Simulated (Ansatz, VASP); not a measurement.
**GaAs in VASP and in Ansatz**

File INCAR:

```
PREC     = Accurate       # precision mode
ENCUT    = 520            # plane-wave cutoff, eV
EDIFF    = 1E-7           # SCF threshold, eV
ISMEAR   = 0              # smearing method
SIGMA    = 0.01           # smearing width, eV
LREAL    = False          # projectors in reciprocal space
LASPH    = True           # aspherical terms in the spheres
NELM     = 100            # most SCF steps
ALGO     = Normal         # electronic algorithm
ISIF     = 2              # what is computed and relaxed
LWAVE    = False          # write WAVECAR
LCHARG   = False          # write CHGCAR
NBANDS   = 16             # bands
```

File KPOINTS:

```
regular mesh
0
Gamma
  8 8 8
```

The input POSCAR:

```
GaAs
1.0
    0.0000000000      2.8268500000      2.8268500000
    2.8268500000      0.0000000000      2.8268500000
    2.8268500000      2.8268500000      0.0000000000
Ga As
1 1
Direct
    0.0000000000      0.0000000000      0.0000000000
    0.7500000000      0.7500000000      0.7500000000
```

Input for Ansatz:

```yaml
crystal:
  lattice:
    - [0.0, 2.82685, 2.82685]
    - [2.82685, 0.0, 2.82685]
    - [2.82685, 2.82685, 0.0]
  atoms:
    - { symbol: Ga, position: [0.0, 0.0, 0.0] }
    - { symbol: As, position: [0.75, 0.75, 0.75] }
kpoints:
  mp_grid: { grid: [8, 8, 8] }
scf:
  occupations: { method: fixed }
hamiltonian:
  xc: lda
  pseudopotentials: { kind: all_electron, lapw: { basis_error: 0.001 } }
output:
  forces: true
  stress: true
  eigenvalues: true
  eigenstates:
    nscf_kmesh: { grid: [16, 16, 16] }
    de_dk: true
    e_range: [-9, 10.28013]
  optics:
    e_range: [0, 30]
    de: 0.2
    sigma: 0.15
    bands: { spectra_wanted_up_to: 30 }
    nscf_kmesh: { grid: [16, 16, 16] }
checkpoint:
  write: ck
  write_wavefunctions: false
```

Alike in both runs: task single point; functional LDA; k mesh 8 × 8 × 8; no spin polarisation.

|  | VASP | Ansatz |
| --- | --- | --- |
| version | VASP 6.6.1 | Ansatz 0.2.0 |
| potentials or method | VASP PAW LDA potentials, release 64 (Ga_d, As), cutoff 520 eV | all-electron LAPW, scalar-relativistic |
| occupations | gaussian, width 0.01 eV | fixed |

VASP gave:

* gap on the k mesh at the Fermi level (eV): 0.33
* pressure (GPa): -1.6

**Question.** Estimate Ansatz's values.

**Answer.** gap on the k mesh at the Fermi level (eV): 0.28; pressure (GPa): -1.9.

LDA's correlation is that of Perdew and Zunger in VASP and of Perdew and Wang (1992) in Ansatz. Ansatz ran all-electron here, and VASP with PAW potentials.
